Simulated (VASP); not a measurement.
# Pd in VASP: a series of runs

Pd is run at these levels: PBE; tasks: single point.

All numbers are computed with VASP 6.6.1; they aren't measurements. Logs are shortened: lines on timing, memory, paths and dates and some standing lists are left out, and cuts for length are marked.

### 1 The cell of the first run

The structure is cubic, space group Im-3m (No. 229). The conventional cell has a = 3.170 Å, b = 3.170 Å, c = 3.170 Å, α = 90.00°, β = 90.00°, γ = 90.00°. Within 3.6 Å of Pd (site symmetry m-3m) lie 14 Pd at 2.75 to 3.17 Å.

### 2 Single point, PBE (strained)

File INCAR:

```
SYSTEM = Pd
PREC     = Accurate       ! precision mode
ENCUT    = 520            ! plane-wave cutoff, eV
EDIFF    = 1E-6           ! SCF threshold, eV
ISMEAR   = 0              ! smearing method
SIGMA    = 0.1            ! smearing width, eV
LREAL    = .FALSE.        ! projectors in reciprocal space
LASPH    = .TRUE.         ! aspherical terms in the spheres
NELM     = 80             ! most SCF steps
ALGO     = Fast           ! electronic algorithm
ISIF     = 2              ! what is computed and relaxed
LWAVE    = .FALSE.        ! write WAVECAR
LCHARG   = .FALSE.        ! write CHGCAR
GGA      = PE             ! functional
NBANDS   = 11             ! bands
```

File KPOINTS:

```
Automatic mesh
0
G
  18 18 18
  0 0 0
```

File POSCAR:

```
Pd
1.0
   -1.5852365954      1.5852365954      1.5852365954
    1.5852365954     -1.5852365954      1.5852365954
    1.5852365954      1.5852365954     -1.5852365954
Pd
1
Direct
    0.0000000000      0.0000000000      0.0000000000
```

Potentials or basis: VASP PAW PBE potentials, release 64 (Pd).

The run is started by

```
$ cat potpaw_PBE.64/Pd/POTCAR > POTCAR
$ mpirun -np 1 vasp_std > vasp.out
```

OUTCAR:

```text
SYSTEM = Pd
   PREC = Accurate
   ENCUT = 520
   EDIFF = 1E-6
   ISMEAR = 0
   LREAL = .FALSE.
   LASPH = .TRUE.
   NELM = 80
   ISIF = 2
   GGA = PE

 ion  position               nearest neighbor table
   1  0.000  0.000  0.000-

  LATTYP: Found a body centered cubic cell.
 ALAT       =     3.1704731908

  Lattice vectors:

 A1 = (  -1.5852365954,   1.5852365954,   1.5852365954)
 A2 = (   1.5852365954,  -1.5852365954,   1.5852365954)
 A3 = (   1.5852365954,   1.5852365954,  -1.5852365954)

Analysis of symmetry for initial positions (statically):
=====================================================================
 Subroutine PRICEL returns:
 Original cell was already a primitive cell.

 Routine SETGRP: Setting up the symmetry group for a
 body centered cubic supercell.

 Subroutine GETGRP returns: Found 48 space group operations
 (whereof 48 operations were pure point group operations)
 out of a pool of 48 trial point group operations.

The static configuration has the point symmetry O_h .

Analysis of symmetry for dynamics (positions and initial velocities):
=====================================================================
 Subroutine PRICEL returns:
 Original cell was already a primitive cell.

 Routine SETGRP: Setting up the symmetry group for a
 body centered cubic supercell.

 Subroutine GETGRP returns: Found 48 space group operations
 (whereof 48 operations were pure point group operations)
 out of a pool of 48 trial point group operations.

The dynamic configuration has the point symmetry O_h .

 Subroutine INISYM returns: Found 48 space group operations
 (whereof 48 operations are pure point group operations),
 and found     1 'primitive' translations

----------------------------------------------------------------------------------------

                                     Primitive cell

  volume of cell :      15.9346

  direct lattice vectors                    reciprocal lattice vectors
    -1.585236595  1.585236595  1.585236595     0.000000000  0.315410331  0.315410331
     1.585236595 -1.585236595  1.585236595     0.315410331  0.000000000  0.315410331
     1.585236595  1.585236595 -1.585236595     0.315410331  0.315410331  0.000000000

  length of vectors
     2.745710325  2.745710325  2.745710325     0.446057568  0.446057568  0.446057568

  position of ions in fractional coordinates (direct lattice)
     0.000000000  0.000000000  0.000000000

  ion indices of the primitive-cell ions
   primitive index   ion index
                 1           1

----------------------------------------------------------------------------------------

 KPOINTS: Automatic mesh

Automatic generation of k-mesh.
 Grid dimensions read from file:
 generate k-points for:   18   18   18

 Generating k-lattice:

  Cartesian coordinates                     Fractional coordinates (reciprocal lattice)
     0.000000000  0.017522796  0.017522796     0.055555556  0.000000000  0.000000000
     0.017522796  0.000000000  0.017522796     0.000000000  0.055555556  0.000000000
     0.017522796  0.017522796  0.000000000     0.000000000  0.000000000  0.055555556

  Length of vectors
     0.024780976  0.024780976  0.024780976

  Shift w.r.t. Gamma in fractional coordinates (k-lattice)
     0.000000000  0.000000000  0.000000000

 Subroutine IBZKPT returns following result:
 ===========================================

 Found    195 irreducible k-points:

 Following reciprocal coordinates:
            Coordinates               Weight
  0.000000  0.000000  0.000000      1.000000
  0.055556  0.000000  0.000000     12.000000
  0.111111  0.000000  0.000000     12.000000
  0.166667  0.000000  0.000000     12.000000
  0.222222  0.000000  0.000000     12.000000
  0.277778  0.000000  0.000000     12.000000
[... 16 lines left out ...]
  0.333333  0.111111  0.000000     48.000000
  0.388889  0.111111  0.000000     48.000000
 [... further k-points ...]
   k-points           NKPTS =    195   k-points in BZ     NKDIM =    195   number of bands    NBANDS=     11
   number of dos      NEDOS =    301   number of ions     NIONS =      1
   total plane-waves  NPLWV =   8000
   dimension x,y,z NGX =    20 NGY =   20 NGZ =   20
   dimension x,y,z NGXF=    40 NGYF=   40 NGZF=   40
   ions per type =               1
   NGX,Y,Z   is equivalent  to a cutoff of  12.11, 12.11, 12.11 a.u.
   NGXF,Y,Z  is equivalent  to a cutoff of  24.22, 24.22, 24.22 a.u.
 SYSTEM =  Pd
   PREC   = accura    normal or accurate (medium, high low for compatibility)
   ISTART =      0    job   : 0-new  1-cont  2-samecut
   ICHARG =      2    charge: 1-file 2-atom 10-const
   ISPIN  =      1    spin polarized calculation?
   LNONCOLLINEAR =      F non collinear calculations
   LSORBIT =      F    spin-orbit coupling
   LASPH  =      T    aspherical Exc in radial PAW
   ENCUT  =  520.0 eV  38.22 Ry    6.18 a.u.   5.11  5.11  5.11*2*pi/ulx,y,z
   NELM   =     80;   NELMIN=  2; NELMDL= -5     # of ELM steps
   EDIFF  = 0.1E-05   stopping-criterion for ELM
   LREAL  =      F    real-space projection
   EDIFFG = 0.1E-04   stopping-criterion for IOM
   NSW    =      0    number of steps for IOM
   IBRION =     -1    ionic relax: 0-MD 1-quasi-New 2-CG
   NFREE  =      0    steps in history (QN), initial steepest desc. (CG)
   ISIF   =      2    stress and relaxation
   ISYM   =      2    0-nonsym 1-usesym 2-fastsym
   POTIM  = 0.5000    time-step for ionic-motion
   TEBEG  =    0.0;   TEEND  =   0.0 temperature during run
   PSTRESS=    0.0 pullay stress
   NELECT =      10.0000    total number of electrons
   NUPDOWN=      -1.0000    fix difference up-down
   EMIN   =  10.00;   EMAX   =-10.00  energy-range for DOS
   EFERMI =   0.00;   METHOD = LEGACY
   ISMEAR =     0;   SIGMA  =   0.10  broadening in eV -4-tet -1-fermi 0-gaus
   EFERMI_NEDOS =   21; number of points for ismear=-14 and -15
   IALGO  =     68    algorithm
   IMIX   =      4    mixing-type and parameters
     AMIX     =   0.40;   BMIX     =  1.00
     AMIX_MAG =   1.60;   BMIX_MAG =  1.00
  volume/ion in A,a.u.               =      15.93       107.53
  Fermi-wavevector in a.u.,A,eV,Ry     =   1.401611  2.648660 26.728817  1.964513
  Thomas-Fermi vector in A             =   2.524455
   LORBIT       =      0    0 simple, 1 ext, 2 COOP (PROOUT), +10 PAW based schemes
   GGA     = PE    functional components
   LHFCALC =     F    Hartree Fock is set to
   AEXX    =    0.0000 exact exchange contribution
   IVDW    =     0    specifies the selected vdW correction
   LEPSILON=     F    determine dielectric tensor
   LRPA    =     F    only Hartree local field effects (RPA)
 non-spin polarized calculation
 RMM-DIIS sequential band-by-band and
 Gauss-broadening in eV      SIGMA  =   0.10
  energy-cutoff  :      520.00
  volume of cell :       15.93
 maximum number of plane-waves:       444
   NGX = 11   NGY = 11   NGZ = 11

 number of electron      10.0000000 magnetization

 number of electron       9.9999999 magnetization

 Free energy of the ion-electron system (eV)
  ---------------------------------------------------
  ext. energy  EPLUGINS =         0.00000000
  ---------------------------------------------------
  free energy    TOTEN  =        -5.17050927 eV

  energy without entropy =       -5.16359014  energy(sigma->0) =       -5.16704971

 E-fermi :   8.5304     XC(G=0): -12.7031

 val. band max:        8.5175653427   @ k =  -0.4444  -0.4444   0.3333
 cond. band min:       8.5350938446   @ k =   0.5000   0.5000   0.4444
 fundamental gap:      0.0175285019
 Fermi energy:         8.5303952652

 k-point     1 :       0.0000    0.0000    0.0000
  band No.  band energies     occupation
      1       1.9845      2.00000
      2       5.9090      2.00000
      3       5.9090      2.00000
      4       5.9090      2.00000
      5       7.6846      2.00000
      6       7.6846      2.00000
      7      27.7418      0.00000
      8      27.7418      0.00000
      9      27.7418      0.00000
     10      35.5045      0.00000
     11      35.5053      0.00000

 k-point     2 :       0.0556    0.0000    0.0000
  band No.  band energies     occupation
      1       2.0958      2.00000
      2       5.8734      2.00000
      3       5.9111      2.00000
      4       5.9847      2.00000
      5       7.6428      2.00000
      6       7.6872      2.00000
      7      27.6402      0.00000
      8      27.7523      0.00000
      9      27.8660      0.00000
     10      34.2215      0.00000
     11      34.7794      0.00000

 k-point     3 :       0.1111    0.0000    0.0000
  band No.  band energies     occupation
      1       2.4184      2.00000
      2       5.7724      2.00000
      3       5.9148      2.00000
      4       6.2070      2.00000
      5       7.5413      2.00000
      6       7.6958      2.00000
      7      27.1968      0.00000
      8      27.6816      0.00000
      9      28.2241      0.00000
     10      33.0034      0.00000
     11      33.4364      0.00000

 k-point     4 :       0.1667    0.0000    0.0000
  band No.  band energies     occupation
      1       2.9097      2.00000
      2       5.6214      2.00000
      3       5.9290      2.00000
      4       6.5622      2.00000
      5       7.4388      2.00000
      6       7.7123      2.00000
      7      26.1157      0.00000
      8      27.2820      0.00000
      9      28.7744      0.00000
     10      32.4879      0.00000
     11      32.5592      0.00000

 k-point     5 :       0.2222    0.0000    0.0000
  band No.  band energies     occupation
      1       3.4595      2.00000
      2       5.4422      2.00000
      3       6.0328      2.00000
      4       7.0251      2.00000
      5       7.3920      2.00000
      6       7.7382      2.00000
      7      24.3811      0.00000
      8      26.4967      0.00000
      9      29.4504      0.00000
     10      31.0074      0.00000
     11      32.1571      0.00000
[... 211 lines left out ...]
 k-point    21 :       0.2222    0.1111    0.0000
  band No.  band energies     occupation
      1       4.1223      2.00000
      2       5.3150      2.00000
      3       5.9517      2.00000
      4       7.3146      2.00000
      5       7.8207      2.00000
      6       8.1818      2.00000
      7      22.4570      0.00000
      8      24.6574      0.00000
      9      27.5953      0.00000
     10      30.0239      0.00000
     11      33.7737      0.00000

 k-point    22 :       0.2778    0.1111    0.0000
  band No.  band energies     occupation
      1       4.2166      2.00000
      2       5.1512      2.00000
      3       6.4808      2.00000
      4       7.4078      2.00000
      5       7.9227      2.00000
      6       8.9743      0.00000
      7      20.3142      0.00000
      8      23.8931      0.00000
      9      26.5014      0.00000
     10      30.6815      0.00000
     11      34.4729      0.00000

 k-point    23 :       0.3333    0.1111    0.0000
  band No.  band energies     occupation
      1       4.1488      2.00000
      2       5.0265      2.00000
      3       7.0089      2.00000
      4       7.5318      2.00000
      5       8.0736      2.00000
      6       9.9288      0.00000
      7      18.2935      0.00000
      8      23.2725      0.00000
      9      25.6282      0.00000
     10      31.2586      0.00000
     11      34.3876      0.00000

 k-point    24 :       0.3889    0.1111    0.0000
  band No.  band energies     occupation
      1       4.0666      2.00000
      2       4.9490      2.00000
      3       7.3026      2.00000
      4       7.5879      2.00000
      5       8.3178      1.99736
      6      10.9266      0.00000
      7      16.6235      0.00000
      8      22.8616      0.00000
      9      25.0608      0.00000
     10      31.6704      0.00000
     11      34.3148      0.00000

 [... further k-points ...]
[... 5 lines left out ...]
  --------------------------------------------------------------------------------------
  -------------------------------------------------------------------------------------
  Total       -0.4912950     -0.4912950     -0.4912950     -0.0000000     -0.0000000      0.0000000
  in kB      -49.3981446    -49.3981446    -49.3981446     -0.0000000     -0.0000000      0.0000000
  external PRESSURE =     -49.3981446 kB  Pullay stress =       0.0000000 kB

 VOLUME and BASIS-vectors are now :
 -----------------------------------------------------------------------------
  energy-cutoff  :      520.00
  volume of cell :       15.93
      direct lattice vectors                 reciprocal lattice vectors
    -1.585236595  1.585236595  1.585236595     0.000000000  0.315410331  0.315410331
     1.585236595 -1.585236595  1.585236595     0.315410331  0.000000000  0.315410331
     1.585236595  1.585236595 -1.585236595     0.315410331  0.315410331  0.000000000

 POSITION                                       TOTAL-FORCE (eV/Angst)
 -----------------------------------------------------------------------------------
      0.00000      0.00000      0.00000        -0.000000      0.000000      0.000000
 -----------------------------------------------------------------------------------
    total drift:                               -0.000000     -0.000000      0.000000

  FREE ENERGIE OF THE ION-ELECTRON SYSTEM (eV)
  ---------------------------------------------------
  free  energy   TOTEN  =        -5.1705092656 eV

  energy  without entropy=       -5.1635901448  energy(sigma->0) =       -5.16704971
```

Run time: 16 s. Hardware: 1 thread of AMD EPYC 9R14 (Zen 4), shared host; peak memory 0.12 GiB.

Results:

| Property | Result |
| --- | --- |
| Free energy | -5.1705 eV |
| Pressure | -4.9 GPa |
| Band gap on the k mesh | zero (band 5 reaches 9.06 eV, above the bottom of band 6 at 7.60 eV) |

Caveat: the cell differs from its parent crystal (strained).

### 3 Single point, PBE (strained)

File INCAR:

```
PREC = Accurate
ENCUT = 520
EDIFF = 1E-6
ISMEAR = 0
SIGMA = 0.1
LREAL = F
LASPH = T
NELM = 60
ALGO = Normal
ISIF = 2
LWAVE = F
LCHARG = F
GGA = PE
NBANDS = 11
```

File KPOINTS:

```
regular mesh
0
Gamma
  18 18 18
```

File POSCAR:

```
Pd
1.0
   -1.6263989120      1.6263989120      1.6263989120
    1.6263989120     -1.6263989120      1.6263989120
    1.6263989120      1.6263989120     -1.6263989120
Pd
1
Direct
    0.0000000000      0.0000000000      0.0000000000
```

Potentials or basis: VASP PAW PBE potentials, release 64 (Pd).

The run is started by

```
$ cat potpaw_PBE.64/Pd/POTCAR > POTCAR
$ mpirun -np 1 vasp_std > vasp.out
```

Wall time 21 s (1 thread of AMD EPYC 9R14 (Zen 4), shared host); peak memory 0.13 GiB.

It converged, with:

```yaml
Free_energy: -5.0951 eV
Pressure: -13.3 GPa
Band_gap_on_the_k_mesh: zero (band 5 reaches 7.85 eV, above the bottom of band 6 at 6.59 eV)
```

Levels at points of the mesh, in eV from the Fermi level:
| k point | band 3 | band 4 | band 5 | band 6 | band 7 | band 8 |
| --- | --- | --- | --- | --- | --- | --- |
| (0.00, 0.00, 0.00) | -2.32 | -2.32 | -0.74 | -0.74 | 18.97 | 18.97 |
| (0.50, 0.00, 0.00) | -0.81 | -0.57 | 0.45 | 1.68 | 6.76 | 14.71 |
| (0.50, 0.50, 0.50) | 0.16 | 0.16 | 0.16 | 8.69 | 8.69 | 8.69 |

Caveat: the cell differs from its parent crystal (strained).

(Part 1 of 2 ends here.)
